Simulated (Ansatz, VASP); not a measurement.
## One calculation of InSb3, two programs

```
Sb In
1.0
     4.80637    0.00000    0.00000
     0.00000    4.80637    0.00000
     0.00000    0.00000    4.80637
Sb In
3 1
Cartesian
  2.4032 2.4032 0.0000
  0.0000 2.4032 2.4032
  2.4032 0.0000 2.4032
  0.0000 0.0000 0.0000
```

Alike in both runs: functional LDA; k mesh 6 × 6 × 6; occupations fermi-dirac, width 0.05 eV; no spin polarisation.

```csv
,VASP,Ansatz
version,VASP 6.6.1,Ansatz 0.2.0
potentials or method,"VASP PAW LDA potentials, release 64 (Sb, In_d)",Ansatz PAW
plane-wave cutoff (eV),520,420
valence electrons in the cell,28,58
task,single point,band structure
```

|  | VASP | Ansatz | Ansatz less VASP |
| --- | --- | --- | --- |
| gap on the k mesh at the Fermi level (eV) | none | none | - |
| pressure (GPa) | -3.8 | -3.8 | -0.05 |

LDA's correlation is that of Perdew and Zunger in VASP and of Perdew and Wang (1992) in Ansatz. A gap of «none» marks a metal or a gap that the smearing closes. VASP's potentials hold 28 valence electrons a cell and Ansatz's 58, so a difference there can come from the potentials and not from the codes.

Neither program's run includes spin-orbit coupling.
